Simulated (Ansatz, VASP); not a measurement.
**Two plane-wave programs on AlN**

```
CELL_PARAMETERS angstrom
3.09233 0.00000 0.00000
-1.54617 2.67804 0.00000
0.00000 0.00000 4.98100
ATOMIC_POSITIONS crystal
Al 0.33333 0.66667 0.00063
Al 0.66667 0.33333 0.50063
N 0.33333 0.66667 0.38137
N 0.66667 0.33333 0.88137
```

Alike in both runs: task single point; functional r2SCAN; k mesh 8 × 8 × 5; occupations gaussian, width 0.03 eV; no spin polarisation.

|  | VASP | Ansatz |
| --- | --- | --- |
| version | VASP 6.6.1 | Ansatz 0.2.0 |
| potentials or method | VASP PAW PBE potentials, release 64 (Al, N) | scalar-relativistic, plane waves, PAW |
| plane-wave cutoff (eV) | 520 | 500 |
| valence electrons in the cell | 16 | 16 |

VASP gave:

| Item | Value |
| --- | --- |
| gap on the k mesh at the Fermi level (eV) | 5.03 |
| least direct gap on the mesh (eV) | 5.03 |

Problem. Estimate Ansatz's values.

Solution. gap on the k mesh at the Fermi level (eV): 4.99; least direct gap on the mesh (eV): 4.99.

VASP's potentials were made for PBE, not for r2SCAN.
